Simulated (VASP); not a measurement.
# Cu (I4/mmm) in VASP: notebook

Cu is run at these levels: PBEsol; tasks: single point.

Program: VASP 6.6.1. These are calculated values, not measurements. Logs are shortened: lines on timing, memory, paths and dates and some standing lists are left out, and cuts for length are marked.

### Step 1. The cell of the first run

Symmetry: I4/mmm, No. 139, tetragonal system. The conventional cell has a = 2.659 Å, b = 2.659 Å, c = 2.502 Å, α = 90.00°, β = 90.00°, γ = 90.00°. Cu (site symmetry 4/mmm) has 14 Cu at 2.26 to 2.66 Å within 3.0 Å.

### Step 2. Single point, PBEsol (strain -0.080 along x and y, -0.080 along z)

Input file INCAR:

```
  ALGO = Fast
  EDIFF = 1E-6
  ENCUT = 520
  GGA = PS
  ISIF = 2
  ISMEAR = 0
  LASPH = True
  LCHARG = False
  LREAL = False
  LWAVE = False
  NBANDS = 12
  NELM = 80
  PREC = Accurate
  SIGMA = 0.15
```

Input file KPOINTS:

```
k-points
0
Gamma
  30 30 30
```

Input file POSCAR:

```
Cu
1.0
   -1.3294843841      1.3294843841      1.2512066359
    1.3294843841     -1.3294843841      1.2512066359
    1.3294843841      1.3294843841     -1.2512066359
Cu
1
Direct
    0.0000000000      0.0000000000      0.0000000000
```

Potentials or basis: VASP PAW PBE potentials, release 64 (Cu).

Command:

```console
$ cat potpaw_PBE.64/Cu/POTCAR > POTCAR
$ mpirun -np 1 vasp_std > vasp.out
```

OUTCAR:

```text
EDIFF = 1E-6
   ENCUT = 520
   GGA = PS
   ISIF = 2
   ISMEAR = 0
   LASPH = True
   LREAL = False
   NELM = 80
   PREC = Accurate

 ion  position               nearest neighbor table
   1  0.000  0.000  0.000-

  LATTYP: Found a body centered tetragonal cell.
 ALAT       =     2.6589687682
 C/A-ratio  =     0.9411217242

  Lattice vectors:

 A1 = (  -1.3294843841,   1.3294843841,   1.2512066359)
 A2 = (   1.3294843841,  -1.3294843841,   1.2512066359)
 A3 = (   1.3294843841,   1.3294843841,  -1.2512066359)

Analysis of symmetry for initial positions (statically):
=====================================================================
 Subroutine PRICEL returns:
 Original cell was already a primitive cell.

 Routine SETGRP: Setting up the symmetry group for a
 body centered tetragonal supercell.

 Subroutine GETGRP returns: Found 16 space group operations
 (whereof 16 operations were pure point group operations)
 out of a pool of 16 trial point group operations.

The static configuration has the point symmetry D_4h.

Analysis of symmetry for dynamics (positions and initial velocities):
=====================================================================
 Subroutine PRICEL returns:
 Original cell was already a primitive cell.

 Routine SETGRP: Setting up the symmetry group for a
 body centered tetragonal supercell.

 Subroutine GETGRP returns: Found 16 space group operations
 (whereof 16 operations were pure point group operations)
 out of a pool of 16 trial point group operations.

The dynamic configuration has the point symmetry D_4h.

 Subroutine INISYM returns: Found 16 space group operations
 (whereof 16 operations are pure point group operations),
 and found     1 'primitive' translations

----------------------------------------------------------------------------------------

                                     Primitive cell

  volume of cell :       8.8462

  direct lattice vectors                    reciprocal lattice vectors
    -1.329484384  1.329484384  1.251206636     0.000000000  0.376085651  0.399614249
     1.329484384 -1.329484384  1.251206636     0.376085651  0.000000000  0.399614249
     1.329484384  1.329484384 -1.251206636     0.376085651  0.376085651  0.000000000

  length of vectors
     2.258445373  2.258445373  2.258445373     0.548754922  0.548754922  0.531865428

  position of ions in fractional coordinates (direct lattice)
     0.000000000  0.000000000  0.000000000

  ion indices of the primitive-cell ions
[... 82 lines left out ...]
   POTIM  = 0.5000    time-step for ionic-motion
   TEBEG  =    0.0;   TEEND  =   0.0 temperature during run
   PSTRESS=    0.0 pullay stress
   NELECT =      11.0000    total number of electrons
   NUPDOWN=      -1.0000    fix difference up-down
   EMIN   =  10.00;   EMAX   =-10.00  energy-range for DOS
   EFERMI =   0.00;   METHOD = LEGACY
   ISMEAR =     0;   SIGMA  =   0.15  broadening in eV -4-tet -1-fermi 0-gaus
   EFERMI_NEDOS =   21; number of points for ismear=-14 and -15
   IALGO  =     68    algorithm
   IMIX   =      4    mixing-type and parameters
     AMIX     =   0.40;   BMIX     =  1.00
     AMIX_MAG =   1.60;   BMIX_MAG =  1.00
  volume/ion in A,a.u.               =       8.85        59.70
  Fermi-wavevector in a.u.,A,eV,Ry     =   1.760437  3.326744 42.166351  3.099139
  Thomas-Fermi vector in A             =   2.829203
   LORBIT       =      0    0 simple, 1 ext, 2 COOP (PROOUT), +10 PAW based schemes
   GGA     = PS    functional components
   LHFCALC =     F    Hartree Fock is set to
   AEXX    =    0.0000 exact exchange contribution
   IVDW    =     0    specifies the selected vdW correction
   LEPSILON=     F    determine dielectric tensor
   LRPA    =     F    only Hartree local field effects (RPA)
 non-spin polarized calculation
 RMM-DIIS sequential band-by-band and
 Gauss-broadening in eV      SIGMA  =   0.15
  energy-cutoff  :      520.00
  volume of cell :        8.85
 maximum number of plane-waves:       248
 NGX is ok and might be reduce to    18
   NGX =  9   NGY =  9   NGZ =  9

 number of electron      10.9999994 magnetization

 Free energy of the ion-electron system (eV)
  ---------------------------------------------------
  ext. energy  EPLUGINS =         0.00000000
  ---------------------------------------------------
  free energy    TOTEN  =        -3.78525453 eV

  energy without entropy =       -3.78239134  energy(sigma->0) =       -3.78382293

 E-fermi :  11.6645     XC(G=0): -14.6905

 val. band max:       11.6615584083   @ k =  -0.2000   0.4667   0.0667
 cond. band min:      11.6651104456   @ k =  -0.2000  -0.3000   0.0333
 fundamental gap:      0.0035520373
 Fermi energy:        11.6644758861

 k-point     1 :       0.0000    0.0000    0.0000
  band No.  band energies     occupation
      1      -0.2503      2.00000
      2       7.1419      2.00000
      3       7.5169      2.00000
      4       7.5169      2.00000
      5       8.7012      2.00000
      6       9.1091      2.00000
      7      38.7482      0.00000
      8      38.7482      0.00000
      9      40.5693      0.00000
     10      44.6673      0.00000
     11      45.6790      0.00000
     12      45.9946      0.00000
[... 331 lines left out ...]
 k-point    24 :       0.2667    0.0333   -0.0000
  band No.  band energies     occupation
      1       3.1567      2.00000
      2       6.5767      2.00000
      3       7.3172      2.00000
      4       8.7906      2.00000
      5       8.9108      2.00000
      6       9.0596      2.00000
      7      26.4489      0.00000
      8      33.2683      0.00000
      9      35.5625      0.00000
     10      37.2862      0.00000
     11      41.4237      0.00000
     12      46.6829      0.00000

 [... further k-points ...]

------------------------ aborting loop because EDIFF is reached ----------------------------------------

  FORCE on cell =-STRESS in cart. coord.  units (eV):
  Direction    XX          YY          ZZ          XY          YZ          ZX
  --------------------------------------------------------------------------------------
  -------------------------------------------------------------------------------------
  Total        4.2788979      4.2788979      4.3756788      0.0000000     -0.0000000      0.0000000
  in kB      774.9737612    774.9737612    792.5022587      0.0000000     -0.0000000      0.0000000
  external PRESSURE =     780.8165937 kB  Pullay stress =       0.0000000 kB

 VOLUME and BASIS-vectors are now :
 -----------------------------------------------------------------------------
  energy-cutoff  :      520.00
  volume of cell :        8.85
      direct lattice vectors                 reciprocal lattice vectors
    -1.329484384  1.329484384  1.251206636     0.000000000  0.376085651  0.399614249
     1.329484384 -1.329484384  1.251206636     0.376085651  0.000000000  0.399614249
     1.329484384  1.329484384 -1.251206636     0.376085651  0.376085651  0.000000000

 POSITION                                       TOTAL-FORCE (eV/Angst)
 -----------------------------------------------------------------------------------
      0.00000      0.00000      0.00000        -0.000000      0.000000      0.000000
 -----------------------------------------------------------------------------------
    total drift:                                0.000000      0.000000      0.000000

  FREE ENERGIE OF THE ION-ELECTRON SYSTEM (eV)
  ---------------------------------------------------
  free  energy   TOTEN  =        -3.7852545306 eV

  energy  without entropy=       -3.7823913376  energy(sigma->0) =       -3.78382293
```

OSZICAR:

```text
N       E                     dE             d eps       ncg     rms          rms(c)
DAV:   1     0.397256563372E+02    0.39726E+02   -0.53604E+03 55616   0.167E+03
DAV:   2    -0.373341649666E+01   -0.43459E+02   -0.40285E+02 49500   0.215E+02
DAV:   3    -0.487179228866E+01   -0.11384E+01   -0.11334E+01 54364   0.380E+01
DAV:   4    -0.487742767700E+01   -0.56354E-02   -0.56347E-02 53508   0.239E+00
DAV:   5    -0.487746851769E+01   -0.40841E-04   -0.40842E-04 55056   0.206E-01    0.827E+00
RMM:   6    -0.395888477460E+01    0.91858E+00   -0.20974E+00 60179   0.268E+01    0.247E+00
RMM:   7    -0.381817214901E+01    0.14071E+00   -0.17963E-01 61199   0.716E+00    0.126E+00
RMM:   8    -0.378675247075E+01    0.31420E-01   -0.17688E-02 64713   0.152E+00    0.320E-01
RMM:   9    -0.378510786427E+01    0.16446E-02   -0.43259E-03 62611   0.122E+00    0.312E-02
RMM:  10    -0.378524816503E+01   -0.14030E-03   -0.99882E-04 64063   0.349E-01    0.104E-02
RMM:  11    -0.378525523537E+01   -0.70703E-05   -0.10594E-04 64626   0.148E-01    0.219E-02
RMM:  12    -0.378525404851E+01    0.11869E-05   -0.26718E-05 64727   0.580E-02    0.272E-03
RMM:  13    -0.378525453057E+01   -0.48206E-06   -0.42062E-06 51801   0.220E-02
   1 F= -.37852545E+01 E0= -.37838229E+01  d E =-.286319E-02
```

stdout:

```text
POSCAR found type information on POSCAR Cu
 POSCAR found :  1 types and       1 ions
 scaLAPACK will be used
 -----------------------------------------------------------------------------
|                                                                             |
|                                                                             |
|     You enforced a specific xc type in the INCAR file but a different       |
|     I HOPE YOU KNOW WHAT YOU ARE DOING!                                     |
|                                                                             |
 -----------------------------------------------------------------------------

 LDA part: xc-table for (Slater+PW92), standard interpolation
 POSCAR, INCAR and KPOINTS ok, starting setup
 FFT: planning ... GRIDC
 FFT: planning ... GRID_SOFT
 FFT: planning ... GRID
 WAVECAR not read
 entering main loop
WARNING in EDDRMM: call to ZHEGV failed, returncode =   6  3      7
WARNING in EDDRMM: call to ZHEGV failed, returncode =   6  3      9
WARNING in EDDRMM: call to ZHEGV failed, returncode =   6  3      9
WARNING in EDDRMM: call to ZHEGV failed, returncode =   6  3      8
WARNING in EDDRMM: call to ZHEGV failed, returncode =   6  3      9
WARNING in EDDRMM: call to ZHEGV failed, returncode =   6  3     10
WARNING in EDDRMM: call to ZHEGV failed, returncode =   6  3      9
WARNING in EDDRMM: call to ZHEGV failed, returncode =   6  3      9
WARNING in EDDRMM: call to ZHEGV failed, returncode =   6  3     10
```

It took 3 min on 1 thread of Intel Xeon 8259CL, shared host; peak memory 0.31 GiB.

What came out:

| Quantity | Value |
| --- | --- |
| Free energy | -3.7853 eV |
| Pressure | 78.1 GPa |
| Band gap on the k mesh | zero (an odd number of electrons rules out a gap without spin polarisation) |

Caveat: the cell differs from its parent crystal (strain -0.080 along x and y, -0.080 along z); the cell stands under pressure; the PAW data sets were made with another functional, which shifts forces and pressure a little.

### Step 3. Single point, PBEsol (strain -0.080 along x and y, -0.040 along z)

Input file INCAR:

```
ALGO = Fast
EDIFF = 1E-6
ENCUT = 520
GGA = PS
ISIF = 2
ISMEAR = 0
LASPH = True
LCHARG = True
LELF = True
LREAL = False
LVHAR = True
LWAVE = False
NBANDS = 12
NELM = 100
PREC = Accurate
SIGMA = 0.15
```

KPOINTS is that of step 2.

Input file POSCAR:

```
Cu
1.0
   -1.3294843841      1.3294843841      1.3056069244
    1.3294843841     -1.3294843841      1.3056069244
    1.3294843841      1.3294843841     -1.3056069244
Cu
1
Direct
    0.0000000000      0.0000000000      0.0000000000
```

Potentials or basis: VASP PAW PBE potentials, release 64 (Cu).

Command:

```console
$ cat potpaw_PBE.64/Cu/POTCAR > POTCAR
$ mpirun -np 1 vasp_std > vasp.out
```

Run time: 2.7 min. Hardware: 1 thread of Intel Xeon 8259CL, shared host; peak memory 0.31 GiB.

The run converged. Its results:

| Property | Result |
| --- | --- |
| Free energy | -3.9494 eV |
| Pressure | 58.4 GPa |
| Band gap on the k mesh | zero (an odd number of electrons rules out a gap without spin polarisation) |

Stress tensor (GPa, compression positive):
```
58.44  0.00  0.00
 0.00 58.44  0.00
 0.00  0.00 58.29
```

Levels at points of the mesh, in eV from the Fermi level:
```tsv
k point	band 2	band 3	band 4	band 5	band 6	band 7	band 8	band 9	band 10	band 11
(0.00, 0.00, 0.00)	-4.14	-4.04	-4.04	-2.67	-2.56	27.18	27.18	27.67	32.72	33.09
(0.50, 0.00, 0.00)	-5.17	-2.63	-2.41	-1.53	-1.30	5.88	19.29	20.59	24.39	28.70
(0.50, 0.50, 0.00)	-5.04	-2.73	-2.47	-1.54	-1.48	5.65	19.77	21.23	24.88	29.13
(0.50, 0.50, 0.50)	-6.35	-1.79	-1.79	-1.77	9.03	9.03	9.84	15.37	15.77	20.84
```

Caveat: the cell differs from its parent crystal (strain -0.080 along x and y, -0.040 along z); the cell stands under pressure; the PAW data sets were made with another functional, which shifts forces and pressure a little.

### Step 4. Single point, PBEsol (strain -0.080 along x and y, +0.000 along z)

Input file INCAR:

```
SYSTEM = Cu
ALGO = Fast
EDIFF = 1E-7
ENCUT = 520
GGA = PS
ISIF = 2
ISMEAR = 0
LASPH = .TRUE.
LCHARG = .FALSE.
LREAL = .FALSE.
LWAVE = .FALSE.
NBANDS = 12
NELM = 60
PREC = Accurate
SIGMA = 0.15
```

Input file KPOINTS:

```
k-points
0
G
  30 30 30
  0 0 0
```

Input file POSCAR:

```
Cu
1.0
   -1.3294843841      1.3294843841      1.3600072129
    1.3294843841     -1.3294843841      1.3600072129
    1.3294843841      1.3294843841     -1.3600072129
Cu
1
Direct
    0.0000000000      0.0000000000      0.0000000000
```

Command:

```console
$ cat potpaw_PBE.64/Cu/POTCAR > POTCAR
$ mpirun -np 1 vasp_std > vasp.out
```

Run time: 3.3 min. Hardware: 1 thread of Intel Xeon 8259CL, shared host; peak memory 0.33 GiB.

Results (log left out):

* Free energy: -4.0702 eV
* Pressure: 42.5 GPa
* Band gap on the k mesh: zero (an odd number of electrons rules out a gap without spin polarisation)

Stress tensor (GPa, compression positive):
```
42.35  0.00  0.00
 0.00 42.35  0.00
 0.00  0.00 42.83
```

Levels at points of the mesh, in eV from the Fermi level:
| k point | band 2 | band 3 | band 4 | band 5 | band 6 | band 7 | band 8 | band 9 | band 10 | band 11 |
| --- | --- | --- | --- | --- | --- | --- | --- | --- | --- | --- |
| (0.00, 0.00, 0.00) | -3.93 | -3.93 | -3.81 | -2.58 | -2.45 | 26.61 | 27.16 | 27.16 | 32.00 | 32.45 |
| (0.50, 0.00, 0.00) | -4.82 | -2.61 | -2.35 | -1.51 | -1.30 | 5.44 | 19.33 | 20.48 | 24.18 | 28.20 |
| (0.50, 0.50, 0.00) | -4.97 | -2.47 | -2.31 | -1.49 | -1.09 | 5.72 | 18.73 | 19.71 | 23.59 | 27.68 |
| (0.50, 0.50, 0.50) | -6.01 | -1.76 | -1.72 | -1.72 | 8.45 | 9.42 | 9.42 | 14.93 | 15.49 | 19.96 |

Caveat: the cell differs from its parent crystal (strain -0.080 along x and y, +0.000 along z); the cell stands under pressure; the PAW data sets were made with another functional, which shifts forces and pressure a little.

### Step 5. Single point, PBEsol (strain -0.080 along x and y, +0.040 along z)

Input file INCAR:

```
PREC = Accurate ; ENCUT = 520
EDIFF = 1E-7 ; ISMEAR = 0
SIGMA = 0.15 ; LREAL = False
LASPH = True ; NELM = 80
ALGO = Fast ; ISIF = 2
LWAVE = False ; LCHARG = False
GGA = PS ; NBANDS = 12
```

Input file KPOINTS:

```
regular mesh
0
Gamma
  30 30 30
```

Input file POSCAR:

```
Cu
1.0
   -1.3294843841      1.3294843841      1.4144075014
    1.3294843841     -1.3294843841      1.4144075014
    1.3294843841      1.3294843841     -1.4144075014
Cu
1
Direct
    0.0000000000      0.0000000000      0.0000000000
```

Command:

```console
$ cat potpaw_PBE.64/Cu/POTCAR > POTCAR
$ mpirun -np 1 vasp_std > vasp.out
```

Run time: 3.5 min. Hardware: 1 thread of Intel Xeon 8259CL, shared host; peak memory 0.33 GiB.

It converged, with:

```yaml
Free_energy: -4.1581 eV
Pressure: 29.7 GPa
Band_gap_on_the_k_mesh: zero (an odd number of electrons rules out a gap without spin polarisation)
```

Stress tensor (GPa, compression positive):
```
29.29  0.00  0.00
 0.00 29.29  0.00
 0.00  0.00 30.52
```

Levels at points of the mesh, in eV from the Fermi level:
```tsv
k point	band 2	band 3	band 4	band 5	band 6	band 7	band 8	band 9	band 10	band 11
(0.00, 0.00, 0.00)	-3.80	-3.80	-3.51	-2.59	-2.29	25.71	27.01	27.01	31.04	31.31
(0.50, 0.00, 0.00)	-4.50	-2.65	-2.23	-1.49	-1.26	5.07	19.40	20.39	24.02	27.74
(0.50, 0.50, 0.00)	-4.88	-2.25	-2.17	-1.44	-0.73	5.79	17.78	18.38	22.45	26.34
(0.50, 0.50, 0.50)	-5.67	-1.74	-1.66	-1.66	7.25	9.80	9.80	13.96	15.61	19.39
```

Caveat: the cell differs from its parent crystal (strain -0.080 along x and y, +0.040 along z); the cell stands under pressure; the PAW data sets were made with another functional, which shifts forces and pressure a little.

(Continued in part 2 of 2.)
